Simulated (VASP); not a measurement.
Here is a VASP 6.6.1 calculation.

File POSCAR:

```
Ti
1.0
    4.5557141264      0.0000000000      0.0000000000
   -2.2778570632      3.9453641659      0.0000000000
    0.0000000000      0.0000000000      2.8162012579
Ti
3
Direct
    0.0000000000      0.0000000000      0.0000000000
    0.3333333333      0.6666666667      0.5000000000
    0.6666666667      0.3333333333      0.5000000000
```

INCAR.step1

```
SYSTEM = Ti
PREC = Accurate
ENCUT = 520
ISMEAR = 1
SIGMA = 0.1
LREAL = .False.
LASPH = .True.
NELM = 100
NBANDS = 25
GGA = PE
ALGO = Normal
EDIFF = 1E-4
LWAVE = .True.
LCHARG = .False.
```

The input INCAR.step2:

```
SYSTEM = Ti
PREC = Accurate
ENCUT = 520
EDIFF = 1E-6
ISMEAR = 1
SIGMA = 0.1
LREAL = .False.
LASPH = .True.
NELM = 100
ALGO = Normal
ISIF = 2
LWAVE = .False.
LCHARG = .False.
METAGGA = R2SCAN
LMIXTAU = .True.
LUSE_VDW = .True.
IVDW_NL = 2
BPARAM = 11.95
CPARAM = 0.0093
NBANDS = 25
ISTART = 1
```

Contents of KPOINTS:

```
Automatic mesh
0
Gamma
  7 7 10
  0 0 0
```

Potentials or basis: VASP PAW PBE potentials, release 64 (Ti_sv).

The run is started by

```sh
$ cat potpaw_PBE.64/Ti_sv/POTCAR > POTCAR
$ cp INCAR.step1 INCAR
$ mpirun -np 1 vasp_std > vasp.out
$ cp INCAR.step2 INCAR
$ mpirun -np 1 vasp_std > vasp.out
```

Question: Estimate the pressure.

Answer: 0.3 GPa.

Question: Estimate the band gap on the k mesh.

Answer: Zero (band 18 reaches 8.80 eV, above the bottom of band 19 at 8.54 eV).

Caveat: the PAW data sets were made with another functional, which shifts forces and pressure a little.
